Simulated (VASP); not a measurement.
# InSe (R3m) in VASP: a series of runs

InSe is run at these levels: PBE; tasks: electric field gradients.

All numbers are computed with VASP 6.6.1; they aren't measurements. Logs are shortened: lines on timing, memory, paths and dates and some standing lists are left out, and cuts for length are marked.

## 1. The cell of the first run

Symmetry: R3m, No. 160, trigonal system. Conventional cell: a = 4.000 Å, b = 4.000 Å, c = 24.202 Å, α = 90.00°, β = 90.00°, γ = 120.00°. Within 3.5 Å of In (site symmetry 3m) lie 3 Se at 2.62 Å and 1 In at 2.72 Å. In (site symmetry 3m) has 3 Se at 2.62 Å and 1 In at 2.72 Å within 3.5 Å. Within 3.5 Å of Se (site symmetry 3m) lie 3 In at 2.62 Å. Se (site symmetry 3m) has 3 In at 2.62 Å within 3.5 Å.

## 2. Electric field gradients, PBE (zz strain of -3 %)

Input file INCAR:

```
SYSTEM = InSe
PREC = Accurate
ENCUT = 520
EDIFF = 1E-8
ISMEAR = -1
SIGMA = 0.01
LREAL = .FALSE.
LASPH = .TRUE.
NELM = 100
ALGO = Normal
ISIF = 2
LWAVE = .FALSE.
LCHARG = .FALSE.
GGA = PE
LEFG = .TRUE.
NBANDS = 27
```

Input file KPOINTS:

```
regular mesh
0
G
  7 7 7
  0 0 0
```

Input file POSCAR:

```
InSe
1.0
    1.9999996503      1.1547003365      8.0671699000
   -1.9999996503      1.1547003365      8.0671699000
    0.0000000000     -2.3094006730      8.0671699000
In Se
2 2
Direct
    0.0000000000      0.0000000000      0.0000000000
    0.1122000000      0.1122000000      0.1122000000
    0.6155000000      0.6155000000      0.6155000000
    0.8300000000      0.8300000000      0.8300000000
```

Potentials or basis: VASP PAW PBE potentials, release 64 (In_d, Se).

Started as:

```sh
$ cat potpaw_PBE.64/In_d/POTCAR potpaw_PBE.64/Se/POTCAR > POTCAR
$ mpirun -np 1 vasp_std > vasp.out
```

OUTCAR:

```text
SYSTEM = InSe
   PREC = Accurate
   ENCUT = 520
   EDIFF = 1E-8
   ISMEAR = -1
   LREAL = .FALSE.
   LASPH = .TRUE.
   NELM = 100
   ISIF = 2
   GGA = PE

 ion  position               nearest neighbor table
   1  0.000  0.000  0.000-   3 2.62   3 2.62   3 2.62   2 2.72
   2  0.112  0.112  0.112-   4 2.62   4 2.62   4 2.62   1 2.72
   3  0.615  0.615  0.615-   1 2.62   1 2.62   1 2.62
   4  0.830  0.830  0.830-   2 2.62   2 2.62   2 2.62

  LATTYP: Found a trigonal (rhomboedric) cell.
 ALAT       =     8.3912193193
 COS(alpha) =     0.8863839489

  Lattice vectors:

 A1 = (   1.9999996503,   1.1547003365,   8.0671699000)
 A2 = (  -1.9999996503,   1.1547003365,   8.0671699000)
 A3 = (   0.0000000000,  -2.3094006730,   8.0671699000)

Analysis of symmetry for initial positions (statically):
=====================================================================
 Subroutine PRICEL returns:
 Original cell was already a primitive cell.

 Routine SETGRP: Setting up the symmetry group for a
 trigonal (rhombohedral) supercell.

 Subroutine GETGRP returns: Found  6 space group operations
 (whereof  6 operations were pure point group operations)
 out of a pool of 12 trial point group operations.

The static configuration has the point symmetry C_3v.

Analysis of symmetry for dynamics (positions and initial velocities):
=====================================================================
 Subroutine PRICEL returns:
 Original cell was already a primitive cell.

 Routine SETGRP: Setting up the symmetry group for a
 trigonal (rhombohedral) supercell.

 Subroutine GETGRP returns: Found  6 space group operations
 (whereof  6 operations were pure point group operations)
 out of a pool of 12 trial point group operations.

The dynamic configuration has the point symmetry C_3v.

 Subroutine INISYM returns: Found  6 space group operations
 (whereof  6 operations are pure point group operations),
 and found     1 'primitive' translations

----------------------------------------------------------------------------------------

                                     Primitive cell

  volume of cell :     111.7819

  direct lattice vectors                    reciprocal lattice vectors
     1.999999650  1.154700336  8.067169900     0.250000044  0.144337593  0.041319736
    -1.999999650  1.154700336  8.067169900    -0.250000044  0.144337593  0.041319736
     0.000000000 -2.309400673  8.067169900     0.000000000 -0.288675185  0.041319736

  length of vectors
     8.391219319  8.391219319  8.391219319     0.291617357  0.291617357  0.291617357

  position of ions in fractional coordinates (direct lattice)
     0.000000000  0.000000000  0.000000000
     0.112200000  0.112200000  0.112200000
     0.615500000  0.615500000  0.615500000
     0.830000000  0.830000000  0.830000000

  ion indices of the primitive-cell ions
   primitive index   ion index
                 1           1
                 2           2
                 3           3
                 4           4

----------------------------------------------------------------------------------------

 KPOINTS: regular mesh

Automatic generation of k-mesh.
 Grid dimensions read from file:
 generate k-points for:    7    7    7

 Generating k-lattice:

  Cartesian coordinates                     Fractional coordinates (reciprocal lattice)
     0.035714292  0.020619656  0.005902819     0.142857143 -0.000000000 -0.000000000
    -0.035714292  0.020619656  0.005902819    -0.000000000  0.142857143 -0.000000000
[... 40 lines left out ...]
   k-points           NKPTS =     44   k-points in BZ     NKDIM =     44   number of bands    NBANDS=     27
   number of dos      NEDOS =    301   number of ions     NIONS =      4
   total plane-waves  NPLWV = 262144
   dimension x,y,z NGX =    64 NGY =   64 NGZ =   64
   dimension x,y,z NGXF=   128 NGYF=  128 NGZF=  128
   ions per type =               2   2
   NGX,Y,Z   is equivalent  to a cutoff of  12.68, 12.68, 12.68 a.u.
   NGXF,Y,Z  is equivalent  to a cutoff of  25.36, 25.36, 25.36 a.u.
 SYSTEM =  InSe
   PREC   = accura    normal or accurate (medium, high low for compatibility)
   ISTART =      0    job   : 0-new  1-cont  2-samecut
   ICHARG =      2    charge: 1-file 2-atom 10-const
   ISPIN  =      1    spin polarized calculation?
   LNONCOLLINEAR =      F non collinear calculations
   LSORBIT =      F    spin-orbit coupling
   LASPH  =      T    aspherical Exc in radial PAW
   ENCUT  =  520.0 eV  38.22 Ry    6.18 a.u.  15.60 15.60 15.60*2*pi/ulx,y,z
   NELM   =    100;   NELMIN=  2; NELMDL= -5     # of ELM steps
   EDIFF  = 0.1E-07   stopping-criterion for ELM
   LREAL  =      F    real-space projection
   EDIFFG = 0.1E-06   stopping-criterion for IOM
   NSW    =      0    number of steps for IOM
   IBRION =     -1    ionic relax: 0-MD 1-quasi-New 2-CG
   NFREE  =      0    steps in history (QN), initial steepest desc. (CG)
   ISIF   =      2    stress and relaxation
   ISYM   =      2    0-nonsym 1-usesym 2-fastsym
   POTIM  = 0.5000    time-step for ionic-motion
   TEBEG  =    0.0;   TEEND  =   0.0 temperature during run
   PSTRESS=    0.0 pullay stress
   NELECT =      38.0000    total number of electrons
   NUPDOWN=      -1.0000    fix difference up-down
   EMIN   =  10.00;   EMAX   =-10.00  energy-range for DOS
   EFERMI =   0.00;   METHOD = LEGACY
   ISMEAR =    -1;   SIGMA  =   0.01  broadening in eV -4-tet -1-fermi 0-gaus
   EFERMI_NEDOS =   21; number of points for ismear=-14 and -15
   IALGO  =     38    algorithm
   IMIX   =      4    mixing-type and parameters
     AMIX     =   0.40;   BMIX     =  1.00
     AMIX_MAG =   1.60;   BMIX_MAG =  1.00
  volume/ion in A,a.u.               =      27.95       188.59
  Fermi-wavevector in a.u.,A,eV,Ry     =   1.142559  2.159124 17.761618  1.305442
  Thomas-Fermi vector in A             =   2.279257
   LORBIT       =      0    0 simple, 1 ext, 2 COOP (PROOUT), +10 PAW based schemes
   GGA     = PE    functional components
   LHFCALC =     F    Hartree Fock is set to
   AEXX    =    0.0000 exact exchange contribution
   IVDW    =     0    specifies the selected vdW correction
   LEPSILON=     F    determine dielectric tensor
   LRPA    =     F    only Hartree local field effects (RPA)
 non-spin polarized calculation
  energy-cutoff  :      520.00
  volume of cell :      111.78
 maximum number of plane-waves:      3033
   NGX = 31   NGY = 31   NGZ = 31

 number of electron      38.0000005 magnetization

 Free energy of the ion-electron system (eV)
  ---------------------------------------------------
  ext. energy  EPLUGINS =         0.00000000
  ---------------------------------------------------
  free energy    TOTEN  =       -14.03437325 eV

  energy without entropy =      -14.03437325  energy(sigma->0) =      -14.03437325

 E-fermi :   4.7289     XC(G=0):  -9.1230

 val. band max:        4.5060894945   @ k =   0.4286   0.4286   0.4286
 cond. band min:       5.2063472142   @ k =   0.4286   0.4286   0.4286
 fundamental gap:      0.7002577197
 Fermi energy:         4.7288693663

 k-point     1 :       0.0000    0.0000    0.0000
  band No.  band energies     occupation
      1     -10.3850      2.00000
      2     -10.1495      2.00000
      3     -10.1495      2.00000
      4     -10.0384      2.00000
      5     -10.0384      2.00000
      6     -10.0365      2.00000
[... 709 lines left out ...]
     26      11.1441      0.00000
     27      11.8025      0.00000

 [... further k-points ...]

------------------------ aborting loop because EDIFF is reached ----------------------------------------

  FORCE on cell =-STRESS in cart. coord.  units (eV):
  Direction    XX          YY          ZZ          XY          YZ          ZX
  --------------------------------------------------------------------------------------
  -------------------------------------------------------------------------------------
  Total        3.0104440      3.0104440      3.9903747      0.0000000      0.0000000      0.0000000
  in kB       43.1488745     43.1488745     57.1942803      0.0000000      0.0000000      0.0000000
  external PRESSURE =      47.8306765 kB  Pullay stress =       0.0000000 kB

 VOLUME and BASIS-vectors are now :
 -----------------------------------------------------------------------------
  energy-cutoff  :      520.00
  volume of cell :      111.78
      direct lattice vectors                 reciprocal lattice vectors
     1.999999650  1.154700336  8.067169900     0.250000044  0.144337593  0.041319736
    -1.999999650  1.154700336  8.067169900    -0.250000044  0.144337593  0.041319736
     0.000000000 -2.309400673  8.067169900     0.000000000 -0.288675185  0.041319736

 POSITION                                       TOTAL-FORCE (eV/Angst)
 -----------------------------------------------------------------------------------
      0.00000      0.00000      0.00000         0.000000     -0.000000      0.009425
      0.00000      0.00000      2.71541         0.000000     -0.000000     -0.005630
      0.00000      0.00000     14.89603         0.000000     -0.000000     -0.409610
      0.00000      0.00000     20.08725         0.000000      0.000000      0.405816
 -----------------------------------------------------------------------------------
    total drift:                               -0.000000     -0.000000     -0.000145

  FREE ENERGIE OF THE ION-ELECTRON SYSTEM (eV)
  ---------------------------------------------------
  free  energy   TOTEN  =       -14.0343732480 eV

  energy  without entropy=      -14.0343732480  energy(sigma->0) =      -14.03437325

 Electric field gradients (V/A^2)
---------------------------------------------------------------------
 ion       V_xx      V_yy      V_zz      V_xy      V_xz      V_yz
---------------------------------------------------------------------
   1      59.549    59.549  -119.099     0.000    -0.000    -0.000
   2      59.805    59.805  -119.609    -0.000     0.000     0.000
   3      37.268    37.268   -74.535     0.000    -0.000    -0.000
   4      39.983    39.983   -79.966    -0.000    -0.000     0.000
---------------------------------------------------------------------

 Electric field gradients after diagonalization (V/A^2)
 (convention: |V_zz| > |V_xx| > |V_yy|)
----------------------------------------------------------------------
 ion       V_xx      V_yy      V_zz     asymmetry (V_yy - V_xx)/ V_zz
----------------------------------------------------------------------
   1      59.549    59.549  -119.099       0.000
   2      59.805    59.805  -119.609       0.000
   3      37.268    37.268   -74.535       0.000
   4      39.983    39.983   -79.966       0.000
----------------------------------------------------------------------

           NMR quadrupolar parameters

 Cq : quadrupolar parameter    Cq=e*Q*V_zz/h
 eta: asymmetry parameters     (V_yy - V_xx)/ V_zz
 Q  : nuclear electric quadrupole moment in mb (millibarn)
----------------------------------------------------------------------
 ion       Cq(MHz)       eta       Q (mb)
----------------------------------------------------------------------
   1      -0.288       0.000       1.000
   2      -0.289       0.000       1.000
   3      -0.180       0.000       1.000
   4      -0.193       0.000       1.000
----------------------------------------------------------------------
```

Wall time 5.5 min (1 thread of Intel Xeon Platinum 8488C (Sapphire Rapids), shared host); peak memory 0.59 GiB.

Results:

* Free energy: -14.0344 eV
* Pressure: 4.8 GPa
* Largest force: 0.410 eV/Å
* Band gap on the k mesh: 0.70 eV
* Largest electric field gradient by atom: In -119.1, -119.6; Se -74.5, -80.0 V/Å²

Forces on the atoms (eV/Å):
```
In   0.000  0.000  0.009
In   0.000  0.000 -0.006
Se   0.000  0.000 -0.410
Se   0.000  0.000  0.406
```

Stress tensor (GPa, compression positive):
```
4.31 0.00 0.00
0.00 4.31 0.00
0.00 0.00 5.72
```

Electric field gradients, principal values (V/Å²):
```
atom   least  middle  greatest (by size)
1 In  59.549  59.549            -119.099
2 In  59.805  59.805            -119.609
3 Se  37.268  37.268             -74.535
4 Se  39.983  39.983             -79.966
```

Caveat: the cell differs from its parent crystal (zz strain of -3 %); the cell stands under pressure; without QUAD_EFG the Cq values of the log hold for a quadrupole moment of 1 mb, not for the nuclei; spin-orbit coupling is left out, which moves the levels of the heavy elements; an odd mesh through Γ misses points on the zone boundary, where band edges can lie.

[end of part 1 of 2]
